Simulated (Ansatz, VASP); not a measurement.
## One calculation of WSe2, two programs

```
W Se
1.0
     3.32067    0.00000    0.00000
    -1.66034    2.87579    0.00000
     0.00000    0.00000   15.26924
W Se
2 4
Direct
  0.33333 0.66667 0.25000
  0.66667 0.33333 0.75000
  0.33333 0.66667 0.64009
  0.66667 0.33333 0.14009
  0.33333 0.66667 0.85991
  0.66667 0.33333 0.35991
```

Alike in both runs: functional PBE; k mesh 10 × 10 × 2; occupations gaussian, width 0.05 eV; collinear spin.

Ansatz relaxed the structure, and its values are those at the end. VASP's run is a single point on that final structure, the one shown.

```csv
,VASP,Ansatz
version,VASP 6.6.1,Ansatz 0.2.0
potentials or method,"VASP PAW PBE potentials, release 64 (W_sv, Se), cutoff 520 eV","scalar-relativistic, plane waves, PAW"
valence electrons in the cell,52,92
```

```tsv
	VASP	Ansatz	Ansatz less VASP
gap on the k mesh at the Fermi level (eV)	1.64	1.64	+0.004
least direct gap on the mesh (eV)	1.81	1.81	+0.002
pressure (GPa)	0.2	0.0	-0.24
rms of the force components (eV/Å)	0.021	0.000	-0.0206
net moment per atom (μB)	0.00	0.00	0.000
```

VASP's potentials hold 52 valence electrons a cell and Ansatz's 92, so a difference there can come from the potentials and not from the codes. Ansatz's warnings: seeded moment not kept.

Neither program's run includes spin-orbit coupling.
